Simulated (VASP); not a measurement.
# Si2Mo (I4/mmm) in VASP: notebook

Si2Mo is run at these levels: PBEsol; tasks: electric field gradients.

All numbers are computed with VASP 6.6.1; they aren't measurements. Logs are shortened: lines on timing, memory, paths and dates and some standing lists are left out, and cuts for length are marked.

### 1 The cell of the first run

Symmetry: I4/mmm, No. 139, tetragonal system. Conventional cell: a = 3.232 Å, b = 3.232 Å, c = 7.861 Å, α = 90.00°, β = 90.00°, γ = 90.00°. Within 3.5 Å of Si (site symmetry 4mm) lie 5 Mo at 2.62 to 2.64 Å and 9 Si at 2.63 to 3.23 Å. Within 3.5 Å of Mo (site symmetry 4/mmm) lie 10 Si at 2.62 to 2.64 Å and 4 Mo at 3.23 Å.

### 2 Electric field gradients, PBEsol (equal xx and yy strain of +1 %)

INCAR

```
  PREC = Accurate
  ENCUT = 520
  EDIFF = 1E-8
  ISMEAR = -1
  SIGMA = 0.08
  LREAL = False
  LASPH = True
  NELM = 60
  ALGO = Normal
  ISIF = 2
  LWAVE = False
  LCHARG = False
  GGA = PS
  LEFG = True
  NBANDS = 18
```

KPOINTS

```
regular mesh
0
Gamma
  16 16 16
```

POSCAR

```
Si2Mo
1.0
   -1.6160000000      1.6160000000      3.9305000000
    1.6160000000     -1.6160000000      3.9305000000
    1.6160000000      1.6160000000     -3.9305000000
Si Mo
2 1
Direct
    0.3330000000      0.3330000000      0.0000000000
    0.6670000000      0.6670000000      0.0000000000
    0.0000000000      0.0000000000      0.0000000000
```

Potentials or basis: VASP PAW PBE potentials, release 64 (Si, Mo_sv).

Command:

```sh
$ cat potpaw_PBE.64/Si/POTCAR potpaw_PBE.64/Mo_sv/POTCAR > POTCAR
$ mpirun -np 1 vasp_std > vasp.out
```

OUTCAR:

```text
PREC = Accurate
   ENCUT = 520
   EDIFF = 1E-8
   ISMEAR = -1
   LREAL = False
   LASPH = True
   NELM = 60
   ISIF = 2
   GGA = PS

 ion  position               nearest neighbor table
   1  0.333  0.333  0.000-   3 2.62   2 2.63   2 2.63   2 2.63   2 2.63   2 2.63   3 2.64   3 2.64
                             3 2.64   3 2.64
   2  0.667  0.667  0.000-   3 2.62   1 2.63   1 2.63   1 2.63   1 2.63   1 2.63   3 2.64   3 2.64
                             3 2.64   3 2.64
   3  0.000  0.000  0.000-   1 2.62   2 2.62   2 2.64   1 2.64   2 2.64   2 2.64   2 2.64   1 2.64
                             1 2.64   1 2.64

  LATTYP: Found a body centered tetragonal cell.
 ALAT       =     3.2320000000
 C/A-ratio  =     2.4322400990

  Lattice vectors:

 A1 = (  -1.6160000000,   1.6160000000,   3.9305000000)
 A2 = (   1.6160000000,  -1.6160000000,   3.9305000000)
 A3 = (   1.6160000000,   1.6160000000,  -3.9305000000)

Analysis of symmetry for initial positions (statically):
=====================================================================
 Subroutine PRICEL returns:
 Original cell was already a primitive cell.

 Routine SETGRP: Setting up the symmetry group for a
 body centered tetragonal supercell.

 Subroutine GETGRP returns: Found 16 space group operations
 (whereof 16 operations were pure point group operations)
 out of a pool of 16 trial point group operations.

The static configuration has the point symmetry D_4h.

Analysis of symmetry for dynamics (positions and initial velocities):
=====================================================================
 Subroutine PRICEL returns:
 Original cell was already a primitive cell.

 Routine SETGRP: Setting up the symmetry group for a
 body centered tetragonal supercell.

 Subroutine GETGRP returns: Found 16 space group operations
 (whereof 16 operations were pure point group operations)
 out of a pool of 16 trial point group operations.

The dynamic configuration has the point symmetry D_4h.

 Subroutine INISYM returns: Found 16 space group operations
 (whereof 16 operations are pure point group operations),
 and found     1 'primitive' translations

----------------------------------------------------------------------------------------

                                     Primitive cell

  volume of cell :      41.0573

  direct lattice vectors                    reciprocal lattice vectors
    -1.616000000  1.616000000  3.930500000     0.000000000  0.309405941  0.127210279
     1.616000000 -1.616000000  3.930500000     0.309405941  0.000000000  0.127210279
     1.616000000  1.616000000 -3.930500000     0.309405941  0.309405941  0.000000000

  length of vectors
     4.546618771  4.546618771  4.546618771     0.334536233  0.334536233  0.437566077

  position of ions in fractional coordinates (direct lattice)
     0.333000000  0.333000000  0.000000000
     0.667000000  0.667000000  0.000000000
     0.000000000  0.000000000  0.000000000

  ion indices of the primitive-cell ions
   primitive index   ion index
                 1           1
                 2           2
                 3           3

----------------------------------------------------------------------------------------

 KPOINTS: regular mesh

Automatic generation of k-mesh.
 Grid dimensions read from file:
 generate k-points for:   16   16   16

 Generating k-lattice:

  Cartesian coordinates                     Fractional coordinates (reciprocal lattice)
     0.000000000  0.019337871  0.007950642     0.062500000  0.000000000  0.000000000
     0.019337871  0.000000000  0.007950642     0.000000000  0.062500000  0.000000000
     0.019337871  0.019337871  0.000000000     0.000000000  0.000000000  0.062500000

  Length of vectors
     0.020908515  0.020908515  0.027347880

  Shift w.r.t. Gamma in fractional coordinates (k-lattice)
     0.000000000  0.000000000  0.000000000

 Subroutine IBZKPT returns following result:
 ===========================================

 Found    349 irreducible k-points:

 Following reciprocal coordinates:
            Coordinates               Weight
  0.000000  0.000000  0.000000      1.000000
  0.062500 -0.000000  0.000000      8.000000
  0.125000 -0.000000  0.000000      8.000000
  0.187500 -0.000000  0.000000      8.000000
  0.250000 -0.000000  0.000000      8.000000
  0.312500 -0.000000  0.000000      8.000000
[... 16 lines left out ...]
 -0.125000  0.062500 -0.000000     16.000000
 -0.062500  0.062500  0.000000      4.000000
 [... further k-points ...]
   k-points           NKPTS =    349   k-points in BZ     NKDIM =    349   number of bands    NBANDS=     18
   number of dos      NEDOS =    301   number of ions     NIONS =      3
   total plane-waves  NPLWV =  46656
   dimension x,y,z NGX =    36 NGY =   36 NGZ =   36
   dimension x,y,z NGXF=    72 NGYF=   72 NGZF=   72
   ions per type =               2   1
   NGX,Y,Z   is equivalent  to a cutoff of  13.16, 13.16, 13.16 a.u.
   NGXF,Y,Z  is equivalent  to a cutoff of  26.33, 26.33, 26.33 a.u.
 SYSTEM =  unknown system
   PREC   = accura    normal or accurate (medium, high low for compatibility)
   ISTART =      0    job   : 0-new  1-cont  2-samecut
   ICHARG =      2    charge: 1-file 2-atom 10-const
   ISPIN  =      1    spin polarized calculation?
   LNONCOLLINEAR =      F non collinear calculations
   LSORBIT =      F    spin-orbit coupling
   LASPH  =      T    aspherical Exc in radial PAW
   ENCUT  =  520.0 eV  38.22 Ry    6.18 a.u.   8.45  8.45  8.45*2*pi/ulx,y,z
   NELM   =     60;   NELMIN=  2; NELMDL= -5     # of ELM steps
   EDIFF  = 0.1E-07   stopping-criterion for ELM
   LREAL  =      F    real-space projection
   EDIFFG = 0.1E-06   stopping-criterion for IOM
   NSW    =      0    number of steps for IOM
   IBRION =     -1    ionic relax: 0-MD 1-quasi-New 2-CG
   NFREE  =      0    steps in history (QN), initial steepest desc. (CG)
   ISIF   =      2    stress and relaxation
   ISYM   =      2    0-nonsym 1-usesym 2-fastsym
   POTIM  = 0.5000    time-step for ionic-motion
   TEBEG  =    0.0;   TEEND  =   0.0 temperature during run
   PSTRESS=    0.0 pullay stress
   NELECT =      22.0000    total number of electrons
   NUPDOWN=      -1.0000    fix difference up-down
   EMIN   =  10.00;   EMAX   =-10.00  energy-range for DOS
   EFERMI =   0.00;   METHOD = LEGACY
   ISMEAR =    -1;   SIGMA  =   0.08  broadening in eV -4-tet -1-fermi 0-gaus
   EFERMI_NEDOS =   21; number of points for ismear=-14 and -15
   IALGO  =     38    algorithm
   IMIX   =      4    mixing-type and parameters
     AMIX     =   0.40;   BMIX     =  1.00
     AMIX_MAG =   1.60;   BMIX_MAG =  1.00
  volume/ion in A,a.u.               =      13.69        92.36
  Fermi-wavevector in a.u.,A,eV,Ry     =   1.329696  2.512760 24.056329  1.768090
  Thomas-Fermi vector in A             =   2.458839
   LORBIT       =      0    0 simple, 1 ext, 2 COOP (PROOUT), +10 PAW based schemes
   GGA     = PS    functional components
   LHFCALC =     F    Hartree Fock is set to
   AEXX    =    0.0000 exact exchange contribution
   IVDW    =     0    specifies the selected vdW correction
   LEPSILON=     F    determine dielectric tensor
   LRPA    =     F    only Hartree local field effects (RPA)
 non-spin polarized calculation
  energy-cutoff  :      520.00
  volume of cell :       41.06
 maximum number of plane-waves:      1138
 NGX is ok and might be reduce to    36
   NGX = 17   NGY = 17   NGZ = 17

 number of electron      22.0000000 magnetization

 Free energy of the ion-electron system (eV)
  ---------------------------------------------------
  ext. energy  EPLUGINS =         0.00000000
  ---------------------------------------------------
  free energy    TOTEN  =       -25.05147186 eV

  energy without entropy =      -25.04522664  energy(sigma->0) =      -25.04834925

 E-fermi :  11.8555     XC(G=0): -12.4157

 val. band max:       11.8542157679   @ k =  -0.3750   0.4375   0.3750
 cond. band min:      11.8556253235   @ k =  -0.2500  -0.2500   0.1875
 fundamental gap:      0.0014095557
 Fermi energy:        11.8555075091

 k-point     1 :       0.0000    0.0000    0.0000
  band No.  band energies     occupation
      1     -48.7811      2.00000
      2     -22.9566      2.00000
      3     -22.8786      2.00000
      4     -22.8786      2.00000
      5      -1.4069      2.00000
      6       5.6719      2.00000
[... 10 lines left out ...]
     17      16.8518      0.00000
     18      16.8518      0.00000

 k-point     2 :       0.0625   -0.0000    0.0000
  band No.  band energies     occupation
      1     -48.7805      2.00000
      2     -22.9560      2.00000
      3     -22.8875      2.00000
      4     -22.8777      2.00000
      5      -1.3374      2.00000
      6       5.6737      2.00000
[... 10 lines left out ...]
     17      16.9054      0.00000
     18      17.2864      0.00000

 k-point     3 :       0.1250   -0.0000    0.0000
  band No.  band energies     occupation
      1     -48.7787      2.00000
      2     -22.9542      2.00000
      3     -22.9130      2.00000
      4     -22.8754      2.00000
      5      -1.1306      2.00000
      6       5.6598      2.00000
[... 10 lines left out ...]
     17      17.1969      0.00000
     18      18.2201      0.00000

 k-point     4 :       0.1875   -0.0000    0.0000
  band No.  band energies     occupation
      1     -48.7761      2.00000
      2     -22.9529      2.00000
      3     -22.9495      2.00000
      4     -22.8719      2.00000
      5      -0.7924      2.00000
      6       5.5567      2.00000
[... 375 lines left out ...]
      4     -22.8806      2.00000
      5      -0.7852      2.00000
      6       5.8460      2.00000
[... 10 lines left out ...]
     17      17.5827      0.00000
     18      19.4290      0.00000

 k-point    23 :      -0.1250    0.0625   -0.0000
  band No.  band energies     occupation
      1     -48.7781      2.00000
      2     -22.9527      2.00000
      3     -22.9121      2.00000
      4     -22.8842      2.00000
      5      -1.1030      2.00000
      6       5.8661      2.00000
[... 10 lines left out ...]
     17      17.2647      0.00000
     18      18.2337      0.00000

 k-point    24 :      -0.0625    0.0625    0.0000
  band No.  band energies     occupation
      1     -48.7799      2.00000
      2     -22.9549      2.00000
      3     -22.8873      2.00000
      4     -22.8860      2.00000
      5      -1.2887      2.00000
      6       5.7771      2.00000
[... 10 lines left out ...]
     17      17.1148      0.00000
     18      17.3786      0.00000

 [... further k-points ...]

------------------------ aborting loop because EDIFF is reached ----------------------------------------

  FORCE on cell =-STRESS in cart. coord.  units (eV):
  Direction    XX          YY          ZZ          XY          YZ          ZX
  --------------------------------------------------------------------------------------
  -------------------------------------------------------------------------------------
  Total       -1.7577271     -1.7577271     -1.2519871      0.0000000      0.0000000      0.0000000
  in kB      -68.5916952    -68.5916952    -48.8562287      0.0000000      0.0000000      0.0000000
  external PRESSURE =     -62.0132064 kB  Pullay stress =       0.0000000 kB

 VOLUME and BASIS-vectors are now :
 -----------------------------------------------------------------------------
  energy-cutoff  :      520.00
  volume of cell :       41.06
      direct lattice vectors                 reciprocal lattice vectors
    -1.616000000  1.616000000  3.930500000     0.000000000  0.309405941  0.127210279
     1.616000000 -1.616000000  3.930500000     0.309405941  0.000000000  0.127210279
     1.616000000  1.616000000 -3.930500000     0.309405941  0.309405941  0.000000000

 POSITION                                       TOTAL-FORCE (eV/Angst)
 -----------------------------------------------------------------------------------
      0.00000      0.00000      2.61771        -0.000000     -0.000000      0.347087
      0.00000      0.00000      5.24329        -0.000000     -0.000000     -0.347087
      0.00000      0.00000      0.00000         0.000000      0.000000      0.000000
 -----------------------------------------------------------------------------------
    total drift:                                0.000000      0.000000     -0.000000

  FREE ENERGIE OF THE ION-ELECTRON SYSTEM (eV)
  ---------------------------------------------------
  free  energy   TOTEN  =       -25.0514718570 eV

  energy  without entropy=      -25.0452266372  energy(sigma->0) =      -25.04834925

 Electric field gradients (V/A^2)
---------------------------------------------------------------------
 ion       V_xx      V_yy      V_zz      V_xy      V_xz      V_yz
---------------------------------------------------------------------
   1       6.520     6.520   -13.041    -0.000    -0.000    -0.000
   2       6.520     6.520   -13.041    -0.000    -0.000    -0.000
   3      33.641    33.641   -67.282     0.001     0.000     0.000
---------------------------------------------------------------------

 Electric field gradients after diagonalization (V/A^2)
 (convention: |V_zz| > |V_xx| > |V_yy|)
----------------------------------------------------------------------
 ion       V_xx      V_yy      V_zz     asymmetry (V_yy - V_xx)/ V_zz
----------------------------------------------------------------------
   1       6.520     6.520   -13.041       0.000
   2       6.520     6.520   -13.041       0.000
   3      33.642    33.640   -67.282       0.000
----------------------------------------------------------------------

           NMR quadrupolar parameters

 Cq : quadrupolar parameter    Cq=e*Q*V_zz/h
 eta: asymmetry parameters     (V_yy - V_xx)/ V_zz
 Q  : nuclear electric quadrupole moment in mb (millibarn)
----------------------------------------------------------------------
 ion       Cq(MHz)       eta       Q (mb)
----------------------------------------------------------------------
   1      -0.032       0.000       1.000
   2      -0.032       0.000       1.000
   3      -0.163       0.000       1.000
----------------------------------------------------------------------
```

Run time: 4.1 min. Hardware: 1 thread of AMD EPYC 9R45 (Zen 5), shared host; peak memory 0.36 GiB.

What came out:

```yaml
Free_energy: -25.0515 eV
Pressure: -6.2 GPa
Largest_force: 0.347 eV/Å
Band_gap_on_the_k_mesh: zero (band 11 reaches 12.36 eV, above the bottom of band 12 at 11.32 eV)
```

Forces on the atoms (eV/Å):
```
Si   0.000  0.000  0.347
Si   0.000  0.000 -0.347
Mo   0.000  0.000  0.000
```

Levels at points of the mesh, in eV from the Fermi level:
```tsv
k point	band 8	band 9	band 10	band 11	band 12	band 13	band 14	band 15
(0.00, 0.00, 0.00)	-2.92	-2.62	-2.62	0.39	2.94	3.18	3.54	3.54
(0.50, 0.00, 0.00)	-4.36	-2.52	-2.47	-0.49	2.18	2.96	3.96	4.32
(0.50, 0.50, 0.00)	-5.24	-4.41	-2.90	-1.12	2.22	2.66	3.07	3.31
(0.50, 0.50, 0.50)	-2.23	-0.55	-0.55	-0.54	-0.54	0.53	4.74	4.99
```

Electric field gradients, principal values (V/Å²):
```tsv
atom	least	middle	greatest (by size)
1 Si	6.520	6.520	-13.041
2 Si	6.520	6.520	-13.041
3 Mo	33.640	33.642	-67.282
```

Caveat: the cell differs from its parent crystal (equal xx and yy strain of +1 %); without QUAD_EFG the Cq values of the log hold for a quadrupole moment of 1 mb, not for the nuclei; the PAW data sets were made with another functional, which shifts forces and pressure a little.

(Part 1 of 3 ends here.)
